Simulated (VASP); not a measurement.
Input of a VASP 6.6.1 run:

Contents of INCAR:

```
PREC     = Accurate       # precision mode
ENCUT    = 500            # plane-wave cutoff, eV
EDIFF    = 1E-6           # SCF threshold, eV
ISMEAR   = 0              # smearing method
SIGMA    = 0.02           # smearing width, eV
LREAL    = False          # projectors in reciprocal space
LASPH    = True           # aspherical terms in the spheres
NELM     = 120            # most SCF steps
ALGO     = Normal         # electronic algorithm
ISIF     = 2              # what is computed and relaxed
LWAVE    = False          # write WAVECAR
LCHARG   = False          # write CHGCAR
GGA      = PE             # functional
NBANDS   = 11             # bands
GGA_COMPAT= False
```

File KPOINTS:

```
Automatic mesh
0
Gamma
  8 8 8
```

The input POSCAR:

```
Si
1.0
    0.0000000000      2.7351077115      2.7351077115
    2.7351077115      0.0000000000      2.7351077115
    2.7351077115      2.7351077115      0.0000000000
Si
2
Direct
    0.7500000000      0.7500000000      0.7500000000
    0.5000000000      0.5000000000      0.5000000000
```

Potentials or basis: VASP PAW PBE potentials, release 64 (Si).

The run is started by

```console
$ cat potpaw_PBE.64/Si/POTCAR > POTCAR
$ mpirun -np 1 vasp_std > vasp.out
```

Question: Estimate the band gap on the k mesh.

Answer: 0.65 eV, indirect (least direct gap 2.56 eV).

Question: Estimate the pressure.

Answer: -0.1 GPa.

A k mesh can miss the band edges. A hybrid or GW would open this gap; PBE tends to underestimate it.
